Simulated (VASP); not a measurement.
A run of VASP 6.6.1 is set up as follows.

The input POSCAR:

```
Hf
1.0
    5.6418838193      0.0000000000      0.0000000000
    0.0000000000      5.6418838193      0.0000000000
    0.0000000000      0.0000000000      5.6418838193
Hf
8
Direct
    1.0000000000      0.0000000000      0.0000000000
    0.5000000000      0.5000000000      0.5000000000
    0.2500000000      0.0000000000      0.5000000000
    0.7500000000      1.0000000000      0.5000000000
    0.5000000000      0.2500000000      0.0000000000
    0.5000000000      0.7500000000      0.0000000000
    1.0000000000      0.5000000000      0.2500000000
    0.0000000000      0.5000000000      0.7500000000
```

The input INCAR.step1:

```
SYSTEM = Hf
ALGO = Normal ; EDIFF = 1E-4
ENCUT = 520 ; GGA = PE
ISMEAR = -1 ; LASPH = .True.
LCHARG = .False. ; LREAL = .False.
LWAVE = .True. ; NBANDS = 50
NELM = 80 ; PREC = Accurate
SIGMA = 0.1
```

File INCAR.step2:

```
SYSTEM = Hf
ALGO = Normal ; EDIFF = 1E-6
ENCUT = 520 ; ISIF = 2
ISMEAR = -1 ; ISTART = 1
LASPH = .True. ; LCHARG = .False.
LMIXTAU = .True. ; LREAL = .False.
LWAVE = .False. ; METAGGA = R2SCAN
NBANDS = 50 ; NELM = 80
PREC = Accurate ; SIGMA = 0.1
```

File KPOINTS:

```
k-points
0
Gamma
  6 6 6
  0 0 0
```

Potentials or basis: VASP PAW PBE potentials, release 64 (Hf_pv).

Run with:

```sh
$ cat potpaw_PBE.64/Hf_pv/POTCAR > POTCAR
$ cp INCAR.step1 INCAR
$ mpirun -np 1 vasp_std > vasp.out
$ cp INCAR.step2 INCAR
$ mpirun -np 1 vasp_std > vasp.out
```

(1) What does it give for the pressure?

(2) What does it give for the band gap on the k mesh?

Answers

(1) -0.4 GPa.

(2) zero (bands 40 and 41 overlap by 0.62 eV).

Caveat: the PAW data sets were made with another functional, which shifts forces and pressure a little; spin-orbit coupling is left out, which moves the levels of the heavy elements.
